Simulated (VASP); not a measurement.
Input of a VASP 6.6.1 run:

File INCAR:

```
SYSTEM = ErC3
PREC = Accurate
ENCUT = 600
EDIFF = 1E-6
ISMEAR = 0
SIGMA = 0.1
LREAL = .False.
LASPH = .True.
NELM = 200
ALGO = Normal
ISIF = 2
LWAVE = .False.
LCHARG = .True.
GGA = PE
LELF = .True.
LVHAR = .True.
NBANDS = 18
GGA_COMPAT = .False.
LMAXMIX = 6
```

Contents of KPOINTS:

```
Automatic mesh
0
Gamma
  12 12 8
  0 0 0
```

POSCAR

```
ErC3
1.0
    3.0218093386     -1.7393828227      0.0281946015
    3.0218093386      1.7393828227      0.0281946015
   -2.0684666535      0.0000000000      5.1537750017
Er C
1 3
Direct
    0.0000000000      0.0000000000      0.5000000000
    0.5000000000      0.5000000000      0.0000000000
    0.5839925317      0.5839925317      0.2508684676
    0.4160074683      0.4160074683      0.7491315324
```

Potentials or basis: VASP PAW PBE potentials, release 64 (Er_3, C), 4f in core.

Run with:

```sh
$ cat potpaw_PBE.64/Er_3/POTCAR potpaw_PBE.64/C/POTCAR > POTCAR
$ mpirun -np 1 vasp_std > vasp.out
```

Problem. Predict the largest force.

Solution. 0.013 eV/Å.

Problem. Estimate the band gap on the k mesh.

Solution. Zero (an odd number of electrons rules out a gap without spin polarisation).

Forces in eV/Å, atoms in the order of the input:
```
Er   0.000  0.000  0.000
C    0.000  0.000  0.000
C    0.000  0.000 -0.013
C    0.000  0.000  0.013
```

Caveat: spin-orbit coupling is left out, which moves the levels of the heavy elements; the 4f electrons are frozen in the core, so they carry no moment and show no levels; an odd number of electrons without spin polarisation forces a metal; a magnetic or distorted state may lie lower. Spin polarisation is off, so any magnetic state and its effect on volume and gap are missing.
